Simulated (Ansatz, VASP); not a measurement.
# Al2Cu: VASP beside Ansatz

INCAR

```
SYSTEM = Al2Cu
PREC = Accurate ; ENCUT = 520
EDIFF = 1E-7 ; ISMEAR = 0
SIGMA = 0.15 ; LREAL = .FALSE.
LASPH = .TRUE. ; NELM = 80
ALGO = Fast ; ISIF = 2
LWAVE = .FALSE. ; LCHARG = .FALSE.
GGA = PS ; NBANDS = 16
```

Contents of KPOINTS:

```
Automatic mesh
0
G
  12 12 16
  0 0 0
```

File POSCAR:

```
Al2Cu
1.0
    3.9616470306      0.0000000000      0.0000000000
    0.0000000000      3.9616470306      0.0000000000
    0.0000000000      0.0000000000      2.8036988300
Al Cu
2 1
Direct
    0.5000000000      0.0000000000      0.5000000000
    0.0000000000      0.5000000000      0.5000000000
    0.0000000000      0.0000000000      0.0000000000
```

Input for Ansatz:

```yaml
crystal:
  lattice:
    - [3.9616470306, 0.0, 0.0]
    - [0.0, 3.9616470306, 0.0]
    - [0.0, 0.0, 2.80369883]
  atoms:
    - { symbol: Al, position: [0.5, 0.0, 0.5] }
    - { symbol: Al, position: [0.0, 0.5, 0.5] }
    - { symbol: Cu, position: [0.0, 0.0, 0.0] }
basis:
  ecutwfc: 420
kpoints:
  mp_grid: { grid: [12, 12, 16] }
hamiltonian:
  xc: pbesol
scf:
  occupations: { method: gaussian, width: 0.15 }
output:
  forces: true
  stress: true
  eigenvalues: true
```

Change from the starting cell: strain -0.030 along x and y, -0.015 along z, atoms carried along.

Alike in both runs: task single point; functional PBEsol; k mesh 12 × 12 × 16; occupations gaussian, width 0.15 eV; no spin polarisation.

```csv
,VASP,Ansatz
version,VASP 6.6.1,Ansatz 0.2.0
potentials or method,"VASP PAW PBE potentials, release 64 (Al, Cu), cutoff 520 eV","scalar-relativistic, plane waves, PAW"
valence electrons in the cell,17,25
```

Ansatz gave:

- gap on the k mesh at the Fermi level (eV): none
- pressure (GPa): 9.0
- traceless stress, the component that is largest in VASP (GPa): -1.81

Question: Which values does VASP return?

Answer: gap on the k mesh at the Fermi level (eV): none; pressure (GPa): 9.3; traceless stress, the component that is largest in VASP (GPa): -1.79.

VASP's potentials were made for PBE, not for PBEsol. A gap of «none» marks a metal or a gap that the smearing closes. With one functional, cell and mesh, what is left measures potentials, basis and numerics. VASP's potentials hold 17 valence electrons a cell and Ansatz's 25, so a difference there can come from the potentials and not from the codes.
